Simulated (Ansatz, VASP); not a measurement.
InP in VASP and in Ansatz

```
In P
1.0
     3.41340    0.00000    0.00000
     0.00000    3.41340    0.00000
     0.00000    0.00000    3.41340
In P
1 1
Direct
  0.00000 0.00000 0.00000
  0.50000 0.50000 0.50000
```

Alike in both runs: task single point; functional PBEsol; k mesh 6 × 6 × 6; occupations fermi-dirac, width 0.02 eV; no spin polarisation.

|  | VASP | Ansatz |
| --- | --- | --- |
| version | VASP 6.6.1 | Ansatz 0.2.0 |
| potentials or method | VASP PAW PBE potentials, release 64 (In_d, P) | plane waves |
| plane-wave cutoff (eV) | 520 | 420 |
| valence electrons in the cell | 18 | 18 |

```tsv
	VASP	Ansatz	Ansatz less VASP
pressure (GPa)	-2.2	-2.2	-0.03
```

VASP's potentials were made for PBE, not for PBEsol.
